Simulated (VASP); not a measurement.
# Ti in VASP: a series of runs, part 3 of 3

VASP 6.6.1. Earlier steps stand in the parts before.

**5. Single point, PBE (atoms displaced along several vibrational modes)**

File INCAR:

```
SYSTEM = Ti
ALGO = Normal ; EDIFF = 1E-6
ENCUT = 500 ; GGA = PE
GGA_COMPAT = .False. ; ISIF = 2
ISMEAR = 0 ; LASPH = .True.
LCHARG = .True. ; LELF = .True.
LREAL = .False. ; LVHAR = .True.
LWAVE = .False. ; NBANDS = 25
NELM = 120 ; PREC = Accurate
SIGMA = 0.15
```

File KPOINTS:

```
k-points
0
Gamma
  12 12 14
  0 0 0
```

File POSCAR:

```
Ti
1.0
    4.5790987804      0.0000000000      0.0000000000
   -2.2895493902      3.9656158702      0.0000000000
    0.0000000000      0.0000000000      2.8317615649
Ti
3
Direct
   -0.0164442838      0.0000000000      0.0000000000
    0.3415554752      0.6666666667      0.4491482610
    0.6748888086      0.3333333333      0.5508517390
```

Potentials or basis: VASP PAW PBE potentials, release 64 (Ti_sv).

The run is started by

```sh
$ cat potpaw_PBE.64/Ti_sv/POTCAR > POTCAR
$ mpirun -np 1 vasp_std > vasp.out
```

OUTCAR:

```text
SYSTEM = Ti
   EDIFF = 1E-6
   ENCUT = 500
   GGA = PE
   ISIF = 2
   ISMEAR = 0
   LASPH = .True.
   LREAL = .False.
   NELM = 120
   PREC = Accurate

 ion  position               nearest neighbor table
   1  0.984  0.000  0.000-   3 2.85   2 2.85
   2  0.342  0.667  0.449-   3 2.66   3 2.66   3 2.66   1 2.85
   3  0.675  0.333  0.551-   2 2.66   2 2.66   2 2.66   1 2.85

  LATTYP: Found a hexagonal cell.
 ALAT       =     4.5790987804
 C/A-ratio  =     0.6184102376

  Lattice vectors:

 A1 = (   4.5790987804,   0.0000000000,   0.0000000000)
 A2 = (  -2.2895493902,   3.9656158702,   0.0000000000)
 A3 = (   0.0000000000,   0.0000000000,   2.8317615649)

Analysis of symmetry for initial positions (statically):
=====================================================================
 Subroutine PRICEL returns:
 Original cell was already a primitive cell.

 Routine SETGRP: Setting up the symmetry group for a
 hexagonal supercell.

 Subroutine GETGRP returns: Found  2 space group operations
 (whereof  2 operations were pure point group operations)
 out of a pool of 24 trial point group operations.

The static configuration has the point symmetry C_2 .

Analysis of symmetry for dynamics (positions and initial velocities):
=====================================================================
 Subroutine PRICEL returns:
 Original cell was already a primitive cell.

 Routine SETGRP: Setting up the symmetry group for a
 hexagonal supercell.

 Subroutine GETGRP returns: Found  2 space group operations
 (whereof  2 operations were pure point group operations)
 out of a pool of 24 trial point group operations.

The dynamic configuration has the point symmetry C_2 .

 Subroutine INISYM returns: Found  2 space group operations
 (whereof  2 operations are pure point group operations),
 and found     1 'primitive' translations

----------------------------------------------------------------------------------------

                                     Primitive cell

  volume of cell :      51.4218

  direct lattice vectors                    reciprocal lattice vectors
     4.579098780  0.000000000  0.000000000     0.218383583  0.126083821  0.000000000
    -2.289549390  3.965615870  0.000000000     0.000000000  0.252167641  0.000000000
     0.000000000  0.000000000  2.831761565     0.000000000  0.000000000  0.353137076

  length of vectors
     4.579098780  4.579098780  2.831761565     0.252167641  0.252167641  0.353137076

  position of ions in fractional coordinates (direct lattice)
     0.983555716  0.000000000  0.000000000
     0.341555475  0.666666667  0.449148261
     0.674888809  0.333333333  0.550851739

  ion indices of the primitive-cell ions
   primitive index   ion index
                 1           1
                 2           2
                 3           3

----------------------------------------------------------------------------------------

 KPOINTS: k-points

Automatic generation of k-mesh.
 Grid dimensions read from file:
 generate k-points for:   12   12   14

 Generating k-lattice:

  Cartesian coordinates                     Fractional coordinates (reciprocal lattice)
     0.018198632  0.010506985  0.000000000     0.083333333  0.000000000  0.000000000
     0.000000000  0.021013970  0.000000000     0.000000000  0.083333333  0.000000000
     0.000000000  0.000000000  0.025224077     0.000000000  0.000000000  0.071428571

  Length of vectors
     0.021013970  0.021013970  0.025224077

  Shift w.r.t. Gamma in fractional coordinates (k-lattice)
     0.000000000  0.000000000  0.000000000

 Subroutine IBZKPT returns following result:
 ===========================================

 Found    554 irreducible k-points:

 Following reciprocal coordinates:
            Coordinates               Weight
  0.000000  0.000000  0.000000      1.000000
  0.083333 -0.000000  0.000000      4.000000
  0.000000  0.083333  0.000000      2.000000
  0.166667  0.000000  0.000000      4.000000
  0.000000  0.166667  0.000000      2.000000
  0.250000 -0.000000  0.000000      4.000000
[... 16 lines left out ...]
 -0.083333  0.416667  0.000000      4.000000
 -0.416667  0.333333  0.000000      4.000000
 [... further k-points ...]
   k-points           NKPTS =    554   k-points in BZ     NKDIM =    554   number of bands    NBANDS=     25
   number of dos      NEDOS =    301   number of ions     NIONS =      3
   total plane-waves  NPLWV =  31104
   dimension x,y,z NGX =    36 NGY =   36 NGZ =   24
   dimension x,y,z NGXF=    72 NGYF=   72 NGZF=   48
   ions per type =               3
   NGX,Y,Z   is equivalent  to a cutoff of  13.07, 13.07, 14.09 a.u.
   NGXF,Y,Z  is equivalent  to a cutoff of  26.14, 26.14, 28.18 a.u.
 SYSTEM =  Ti
   PREC   = accura    normal or accurate (medium, high low for compatibility)
   ISTART =      0    job   : 0-new  1-cont  2-samecut
   ICHARG =      2    charge: 1-file 2-atom 10-const
   ISPIN  =      1    spin polarized calculation?
   LNONCOLLINEAR =      F non collinear calculations
   LSORBIT =      F    spin-orbit coupling
   LASPH  =      T    aspherical Exc in radial PAW
   ENCUT  =  500.0 eV  36.75 Ry    6.06 a.u.   8.35  8.35  5.16*2*pi/ulx,y,z
   NELM   =    120;   NELMIN=  2; NELMDL= -5     # of ELM steps
   EDIFF  = 0.1E-05   stopping-criterion for ELM
   LREAL  =      F    real-space projection
   EDIFFG = 0.1E-04   stopping-criterion for IOM
   NSW    =      0    number of steps for IOM
   IBRION =     -1    ionic relax: 0-MD 1-quasi-New 2-CG
   NFREE  =      0    steps in history (QN), initial steepest desc. (CG)
   ISIF   =      2    stress and relaxation
   ISYM   =      2    0-nonsym 1-usesym 2-fastsym
   POTIM  = 0.5000    time-step for ionic-motion
   TEBEG  =    0.0;   TEEND  =   0.0 temperature during run
   PSTRESS=    0.0 pullay stress
   NELECT =      36.0000    total number of electrons
   NUPDOWN=      -1.0000    fix difference up-down
   EMIN   =  10.00;   EMAX   =-10.00  energy-range for DOS
   EFERMI =   0.00;   METHOD = LEGACY
   ISMEAR =     0;   SIGMA  =   0.15  broadening in eV -4-tet -1-fermi 0-gaus
   EFERMI_NEDOS =   21; number of points for ismear=-14 and -15
   IALGO  =     38    algorithm
   IMIX   =      4    mixing-type and parameters
     AMIX     =   0.40;   BMIX     =  1.00
     AMIX_MAG =   1.60;   BMIX_MAG =  1.00
  volume/ion in A,a.u.               =      17.14       115.67
  Fermi-wavevector in a.u.,A,eV,Ry     =   1.453650  2.747000 28.750452  2.113099
  Thomas-Fermi vector in A             =   2.570892
   LORBIT       =      0    0 simple, 1 ext, 2 COOP (PROOUT), +10 PAW based schemes
   GGA     = PE    functional components
   LHFCALC =     F    Hartree Fock is set to
   AEXX    =    0.0000 exact exchange contribution
   IVDW    =     0    specifies the selected vdW correction
   LEPSILON=     F    determine dielectric tensor
   LRPA    =     F    only Hartree local field effects (RPA)
 non-spin polarized calculation
 Gauss-broadening in eV      SIGMA  =   0.15
  energy-cutoff  :      500.00
  volume of cell :       51.42
 maximum number of plane-waves:      1330
 NGX is ok and might be reduce to    36
   NGX = 17   NGY = 17   NGZ = 11

 number of electron      36.0000001 magnetization

 Free energy of the ion-electron system (eV)
  ---------------------------------------------------
  ext. energy  EPLUGINS =         0.00000000
  ---------------------------------------------------
  free energy    TOTEN  =       -23.45279593 eV

  energy without entropy =      -23.41609830  energy(sigma->0) =      -23.43444711

 E-fermi :   8.3176     XC(G=0): -11.5554

 val. band max:        8.3159372148   @ k =   0.1667   0.5000   0.3571
 cond. band min:       8.3180865972   @ k =  -0.3333  -0.1667   0.2857
 fundamental gap:      0.0021493824
 Fermi energy:         8.3176211794

 k-point     1 :       0.0000    0.0000    0.0000
  band No.  band energies     occupation
      1     -48.4667      2.00000
      2     -48.2513      2.00000
      3     -48.1043      2.00000
      4     -24.8051      2.00000
      5     -24.8029      2.00000
      6     -24.6934      2.00000
[... 17 lines left out ...]
     24      10.2623      0.00000
     25      10.5424      0.00000
[... 621 lines left out ...]
      3     -48.1485      2.00000
      4     -24.9411      2.00000
      5     -24.8100      2.00000
      6     -24.5899      2.00000
[... 17 lines left out ...]
     24      10.6357      0.00000
     25      10.9062      0.00000

 [... further k-points ...]

------------------------ aborting loop because EDIFF is reached ----------------------------------------

  FORCE on cell =-STRESS in cart. coord.  units (eV):
  Direction    XX          YY          ZZ          XY          YZ          ZX
  --------------------------------------------------------------------------------------
  -------------------------------------------------------------------------------------
  Total        0.0731039     -0.0574359      0.2051848      0.0000000     -0.0166229      0.0000000
  in kB        2.2777388     -1.7895609      6.3930533      0.0000000     -0.5179283      0.0000000
  external PRESSURE =       2.2937437 kB  Pullay stress =       0.0000000 kB

 VOLUME and BASIS-vectors are now :
 -----------------------------------------------------------------------------
  energy-cutoff  :      500.00
  volume of cell :       51.42
      direct lattice vectors                 reciprocal lattice vectors
     4.579098780  0.000000000  0.000000000     0.218383583  0.126083821  0.000000000
    -2.289549390  3.965615870  0.000000000     0.000000000  0.252167641  0.000000000
     0.000000000  0.000000000  2.831761565     0.000000000  0.000000000  0.353137076

 POSITION                                       TOTAL-FORCE (eV/Angst)
 -----------------------------------------------------------------------------------
      4.50380      0.00000      0.00000         0.305954      0.000000      0.000000
      0.03765      2.64374      1.27188        -0.152977     -0.039407      0.471511
      2.32720      1.32187      1.55988        -0.152977      0.039407     -0.471511
 -----------------------------------------------------------------------------------
    total drift:                                0.000252     -0.000001     -0.000000

  FREE ENERGIE OF THE ION-ELECTRON SYSTEM (eV)
  ---------------------------------------------------
  free  energy   TOTEN  =       -23.4527959252 eV

  energy  without entropy=      -23.4160982957  energy(sigma->0) =      -23.43444711
```

OSZICAR:

```text
N       E                     dE             d eps       ncg     rms          rms(c)
DAV:   1     0.424495834324E+03    0.42450E+03   -0.18016E+04 27700   0.175E+03
DAV:   2     0.228365846358E+02   -0.40166E+03   -0.39490E+03 27971   0.512E+02
DAV:   3    -0.228310256392E+02   -0.45668E+02   -0.44631E+02 51342   0.147E+02
DAV:   4    -0.263883516503E+02   -0.35573E+01   -0.35323E+01 38038   0.376E+01
DAV:   5    -0.265847978681E+02   -0.19645E+00   -0.19635E+00 43501   0.759E+00    0.148E+01
DAV:   6    -0.234324653671E+02    0.31523E+01   -0.11852E+01 33215   0.319E+01    0.376E+00
DAV:   7    -0.235020811030E+02   -0.69616E-01   -0.18851E+00 48236   0.132E+01    0.365E+00
DAV:   8    -0.234322527478E+02    0.69828E-01   -0.90445E-01 41947   0.669E+00    0.238E+00
DAV:   9    -0.234635741184E+02   -0.31321E-01   -0.27408E-01 35622   0.571E+00    0.822E-01
DAV:  10    -0.234521544586E+02    0.11420E-01   -0.68038E-02 38380   0.238E+00    0.138E-01
DAV:  11    -0.234527493596E+02   -0.59490E-03   -0.45209E-03 43959   0.474E-01    0.947E-02
DAV:  12    -0.234528095681E+02   -0.60208E-04   -0.47946E-04 38872   0.186E-01    0.204E-02
DAV:  13    -0.234527961399E+02    0.13428E-04   -0.37936E-05 43034   0.727E-02    0.580E-03
DAV:  14    -0.234527959252E+02    0.21475E-06   -0.40303E-06 31384   0.192E-02
   1 F= -.23452796E+02 E0= -.23434447E+02  d E =-.366976E-01
```

stdout:

```text
POSCAR found type information on POSCAR Ti
 POSCAR found :  1 types and       3 ions
 scaLAPACK will be used
 LDA part: xc-table for (Slater+PW92), standard interpolation
 POSCAR, INCAR and KPOINTS ok, starting setup
 FFT: planning ... GRIDC
 FFT: planning ... GRID_SOFT
 FFT: planning ... GRID
 WAVECAR not read
 entering main loop
```

Wall time 17 min (1 thread of Oxide Virtual Turin-like, shared host); peak memory 0.54 GiB.

What came out:

* Free energy: -23.4528 eV
* Pressure: 0.2 GPa
* Largest force: 0.497 eV/Å
* Band gap on the k mesh: zero (bands 18 and 19 overlap by 0.30 eV)

Forces in eV/Å, atoms in the order of the input:
```
Ti   0.306  0.000  0.000
Ti  -0.153 -0.039  0.472
Ti  -0.153  0.039 -0.472
```

Stress tensor (GPa, compression positive):
```
 0.23  0.00  0.00
 0.00 -0.18 -0.05
 0.00 -0.05  0.64
```

Caveat: the cell differs from its parent crystal (atoms displaced along several vibrational modes).

**6. The runs side by side**

```csv
cell,gap on the mesh (eV),pressure (GPa),largest force (eV/Å)
"as given, atomic positions A",none,0.2,0.68
"as given, atomic positions B",none,-0.1,0.48
"as given, atomic positions C",none,0.5,0.67
"as given, atomic positions D",none,0.2,0.50
```

Alike in all rows: task single point; level PBE; potentials or basis VASP PAW PBE potentials, release 64 (Ti_sv); no spin polarisation; k mesh 12 × 12 × 14; cutoff (eV) 500; smearing gaussian 0.15 eV.

Total energies depend on the potentials used, so only differences within one code and one set of settings carry meaning.
